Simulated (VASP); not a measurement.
# As in VASP: a series of runs, part 3 of 3

VASP 6.6.1. Earlier steps stand in the parts before.

### Step 6. Single point, PBE

This run uses another cell than the first one: it holds 2 atoms, not 1.

The input, INCAR:

```
SYSTEM = As
  ALGO = Normal
  EDIFF = 1E-7
  ENCUT = 520
  GGA = PE
  ISIF = 2
  ISMEAR = -1
  LASPH = .True.
  LCHARG = .False.
  LREAL = .False.
  LWAVE = .False.
  NBANDS = 12
  NELM = 80
  PREC = Accurate
  SIGMA = 0.1
```

The input, KPOINTS:

```
k-points
0
Gamma
  16 16 16
  0 0 0
```

The input, POSCAR:

```
As
1.0
    1.1387632627     -0.6574652763      3.7060645853
    0.0000000000      1.3149305526      3.7060645853
   -1.1387632627     -0.6574652763      3.7060645853
As
2
Direct
    0.2499999485      0.2499999485      0.2499999485
   -0.2499999485     -0.2499999485     -0.2499999485
```

Potentials or basis: VASP PAW PBE potentials, release 64 (As).

Launch:

```console
> cat potpaw_PBE.64/As/POTCAR > POTCAR
> mpirun -np 1 vasp_std > vasp.out
```

OUTCAR:

```text
SYSTEM = As
   EDIFF = 1E-7
   ENCUT = 520
   GGA = PE
   ISIF = 2
   ISMEAR = -1
   LASPH = .True.
   LREAL = .False.
   NELM = 80
   PREC = Accurate

 ion  position               nearest neighbor table
   1  0.250  0.250  0.250-   2 2.27   2 2.27   2 2.27   2 2.27   2 2.27   2 2.27
   2  0.750  0.750  0.750-   1 2.27   1 2.27   1 2.27   1 2.27   1 2.27   1 2.27

  LATTYP: Found a trigonal (rhomboedric) cell.
 ALAT       =     3.9324238160
 COS(alpha) =     0.8322833201

  Lattice vectors:

 A1 = (   1.1387632627,  -0.6574652763,   3.7060645853)
 A2 = (   0.0000000000,   1.3149305526,   3.7060645853)
 A3 = (  -1.1387632627,  -0.6574652763,   3.7060645853)

Analysis of symmetry for initial positions (statically):
=====================================================================
 Subroutine PRICEL returns following result:

  LATTYP: Found a trigonal (rhomboedric) cell.
 ALAT       =     2.2721722627
 COS(alpha) =     0.4976407725

  Lattice vectors:

 A1 = (  -1.1387632627,  -0.6574652763,  -1.8530311475)
 A2 = (   0.0000000000,   1.3149305526,  -1.8530311475)
 A3 = (   1.1387632627,  -0.6574652763,  -1.8530334378)

   2 primitive cells build up your supercell.

 Routine SETGRP: Setting up the symmetry group for a
 trigonal (rhombohedral) supercell.

 Subroutine GETGRP returns: Found 12 space group operations
 (whereof 12 operations were pure point group operations)
 out of a pool of 12 trial point group operations.

The static configuration has the point symmetry D_3d.

Analysis of symmetry for dynamics (positions and initial velocities):
=====================================================================
 Subroutine PRICEL returns following result:

  LATTYP: Found a trigonal (rhomboedric) cell.
 ALAT       =     2.2721722627
 COS(alpha) =     0.4976407725

  Lattice vectors:

 A1 = (  -1.1387632627,  -0.6574652763,  -1.8530311475)
 A2 = (   0.0000000000,   1.3149305526,  -1.8530311475)
 A3 = (   1.1387632627,  -0.6574652763,  -1.8530334378)

   2 primitive cells build up your supercell.

 Routine SETGRP: Setting up the symmetry group for a
 trigonal (rhombohedral) supercell.

 Subroutine GETGRP returns: Found 12 space group operations
 (whereof 12 operations were pure point group operations)
 out of a pool of 12 trial point group operations.

The dynamic configuration has the point symmetry D_3d.

 Subroutine INISYM returns: Found 12 space group operations
 (whereof 12 operations are pure point group operations),
 and found     2 'primitive' translations

----------------------------------------------------------------------------------------

                                     Primitive cell

  volume of cell :       8.3242

  direct lattice vectors                    reciprocal lattice vectors
    -1.138763263 -0.657465276 -1.853031147    -0.439073003 -0.253498708 -0.179885371
     0.000000000  1.314930553 -1.853031147    -0.000000181  0.506997729 -0.179885371
     1.138763263 -0.657465276 -1.853033438     0.439072642 -0.253498708 -0.179885371

  length of vectors
     2.272172263  2.272172263  2.272174131     0.537964166  0.537964166  0.537963871

  position of ions in fractional coordinates (direct lattice)
     0.500000000  0.500000000  0.500000000

  ion indices of the primitive-cell ions
   primitive index   ion index
                 1           1

[... 24 lines left out ...]
 Found    417 irreducible k-points:

 Following reciprocal coordinates:
            Coordinates               Weight
  0.000000  0.000000  0.000000      1.000000
  0.062500  0.000000 -0.000000      6.000000
  0.125000  0.000000 -0.000000      6.000000
  0.187500  0.000000 -0.000000      6.000000
  0.250000  0.000000 -0.000000      6.000000
  0.312500  0.000000 -0.000000      6.000000
[... 16 lines left out ...]
 -0.125000  0.062500  0.000000     12.000000
 -0.062500  0.062500  0.000000      6.000000
 [... further k-points ...]
   k-points           NKPTS =    417   k-points in BZ     NKDIM =    417   number of bands    NBANDS=     12
   number of dos      NEDOS =    301   number of ions     NIONS =      2
   total plane-waves  NPLWV =  27000
   dimension x,y,z NGX =    30 NGY =   30 NGZ =   30
   dimension x,y,z NGXF=    60 NGYF=   60 NGZF=   60
   ions per type =               2
   NGX,Y,Z   is equivalent  to a cutoff of  12.68, 12.68, 12.68 a.u.
   NGXF,Y,Z  is equivalent  to a cutoff of  25.37, 25.37, 25.37 a.u.
 SYSTEM =  As
   PREC   = accura    normal or accurate (medium, high low for compatibility)
   ISTART =      0    job   : 0-new  1-cont  2-samecut
   ICHARG =      2    charge: 1-file 2-atom 10-const
   ISPIN  =      1    spin polarized calculation?
   LNONCOLLINEAR =      F non collinear calculations
   LSORBIT =      F    spin-orbit coupling
   LASPH  =      T    aspherical Exc in radial PAW
   ENCUT  =  520.0 eV  38.22 Ry    6.18 a.u.   7.31  7.31  7.31*2*pi/ulx,y,z
   NELM   =     80;   NELMIN=  2; NELMDL= -5     # of ELM steps
   EDIFF  = 0.1E-06   stopping-criterion for ELM
   LREAL  =      F    real-space projection
   EDIFFG = 0.1E-05   stopping-criterion for IOM
   NSW    =      0    number of steps for IOM
   IBRION =     -1    ionic relax: 0-MD 1-quasi-New 2-CG
   NFREE  =      0    steps in history (QN), initial steepest desc. (CG)
   ISIF   =      2    stress and relaxation
   ISYM   =      2    0-nonsym 1-usesym 2-fastsym
   POTIM  = 0.5000    time-step for ionic-motion
   TEBEG  =    0.0;   TEEND  =   0.0 temperature during run
   PSTRESS=    0.0 pullay stress
   NELECT =      10.0000    total number of electrons
   NUPDOWN=      -1.0000    fix difference up-down
   EMIN   =  10.00;   EMAX   =-10.00  energy-range for DOS
   EFERMI =   0.00;   METHOD = LEGACY
   ISMEAR =    -1;   SIGMA  =   0.10  broadening in eV -4-tet -1-fermi 0-gaus
   EFERMI_NEDOS =   21; number of points for ismear=-14 and -15
   IALGO  =     38    algorithm
   IMIX   =      4    mixing-type and parameters
     AMIX     =   0.40;   BMIX     =  1.00
     AMIX_MAG =   1.60;   BMIX_MAG =  1.00
  volume/ion in A,a.u.               =       8.32        56.17
  Fermi-wavevector in a.u.,A,eV,Ry     =   1.381289  2.610258 25.959375  1.907960
  Thomas-Fermi vector in A             =   2.506087
   LORBIT       =      0    0 simple, 1 ext, 2 COOP (PROOUT), +10 PAW based schemes
   GGA     = PE    functional components
[... 5 lines left out ...]
 non-spin polarized calculation
  energy-cutoff  :      520.00
  volume of cell :       16.65
 maximum number of plane-waves:       466
 NGX is ok and might be reduce to    30

 number of electron      10.0000000 magnetization

 number of electron       9.9999999 magnetization

 Free energy of the ion-electron system (eV)
  ---------------------------------------------------
  ext. energy  EPLUGINS =         0.00000000
  ---------------------------------------------------
  free energy    TOTEN  =         5.39954629 eV

  energy without entropy =        5.42166961  energy(sigma->0) =        5.41060795

 E-fermi :  20.3286     XC(G=0): -14.7693

 val. band max:       20.3259871253   @ k =  -0.4375  -0.4375   0.3750
 cond. band min:      20.3445942275   @ k =  -0.3125   0.4375   0.1875
 fundamental gap:      0.0186071021
 Fermi energy:        20.3286415441

 k-point     1 :       0.0000    0.0000    0.0000
  band No.  band energies     occupation
      1      -6.3203      2.00000
      2       4.7363      2.00000
      3       5.5301      2.00000
      4      30.8063      0.00000
      5      30.8063      0.00000
      6      34.5726      0.00000
      7      34.5726      0.00000
      8      34.9629      0.00000
      9      35.5621      0.00000
     10      35.5621      0.00000
     11      35.7623      0.00000
     12      36.5560      0.00000
[... 331 lines left out ...]
 k-point    24 :      -0.0625    0.0625    0.0000
  band No.  band energies     occupation
      1      -5.8533      2.00000
      2       5.2476      2.00000
      3       5.9451      2.00000
      4      26.7908      0.00000
      5      27.2526      0.00000
      6      30.1548      0.00000
      7      30.9121      0.00000
      8      33.0894      0.00000
      9      36.0992      0.00000
     10      36.1552      0.00000
     11      36.7157      0.00000
     12      37.2548      0.00000

 [... further k-points ...]
[... 5 lines left out ...]
  --------------------------------------------------------------------------------------
  -------------------------------------------------------------------------------------
  Total       44.6073171     44.6073171     44.6168905     -0.0000000     -0.0000000     -0.0000000
  in kB     4292.8546434   4292.8546439   4293.7759540     -0.0000000     -0.0000000     -0.0000000
  external PRESSURE =    4293.1617471 kB  Pullay stress =       0.0000000 kB

 VOLUME and BASIS-vectors are now :
 -----------------------------------------------------------------------------
  energy-cutoff  :      520.00
  volume of cell :       16.65
      direct lattice vectors                 reciprocal lattice vectors
     1.138763263 -0.657465276  3.706064585     0.439072823 -0.253498812  0.089942667
     0.000000000  1.314930553  3.706064585     0.000000000  0.506997625  0.089942667
    -1.138763263 -0.657465276  3.706064585    -0.439072823 -0.253498812  0.089942667

 POSITION                                       TOTAL-FORCE (eV/Angst)
 -----------------------------------------------------------------------------------
      0.00000      0.00000      2.77955         0.000000      0.000000     -0.000000
      0.00000      0.00000      8.33865         0.000000      0.000000      0.000000
 -----------------------------------------------------------------------------------
    total drift:                                0.000000      0.000000      0.000000

  FREE ENERGIE OF THE ION-ELECTRON SYSTEM (eV)
  ---------------------------------------------------
  free  energy   TOTEN  =         5.3995462902 eV

  energy  without entropy=        5.4216696062  energy(sigma->0) =        5.41060795
```

stdout:

```text
POSCAR found type information on POSCAR As
 POSCAR found :  1 types and       2 ions
 scaLAPACK will be used
 LDA part: xc-table for (Slater+PW92), standard interpolation
 POSCAR, INCAR and KPOINTS ok, starting setup
 FFT: planning ... GRIDC
 FFT: planning ... GRID_SOFT
 FFT: planning ... GRID
 WAVECAR not read
 entering main loop
```

Run time: 70 s. Hardware: 1 thread of Intel Xeon Platinum 8559C (Emerald Rapids), shared host; peak memory 0.23 GiB.

What came out:

```yaml
Free_energy: 5.3995 eV
Pressure: 429.3 GPa
Band_gap_on_the_k_mesh: zero (band 5 reaches 31.55 eV, above the bottom of band 6 at 14.62 eV)
```

### Step 7. Summary

```csv
task,cell,k mesh,cutoff (eV),gap on the mesh (eV),pressure (GPa)
single point,"a = 2.275 Å, angles 60.0°, 1 atom",21 × 21 × 21,520,none,429.5
relaxation of cell and atoms,"relaxed to 410 GPa from a = 2.276 Å, angles 60.0°, 1 atom",21 × 21 × 21,600,none,409.9
relaxation of cell and atoms,"relaxed to 410 GPa from a = 2.275 Å, angles 60.0°, 1 atom",21 × 21 × 21,600,none,410.0
single point,"a = 3.932 Å, angles 33.7°, 2 atoms",16 × 16 × 16,520,none,429.3
```

Alike in all rows: level PBE; potentials or basis VASP PAW PBE potentials, release 64 (As); no spin polarisation; smearing fermi-dirac 0.1 eV.

Caveats: the cell is relaxed towards a set pressure, so the enthalpy falls and the energy may rise (some runs).

Total energies depend on the potentials used, so only differences within one code and one set of settings carry meaning.
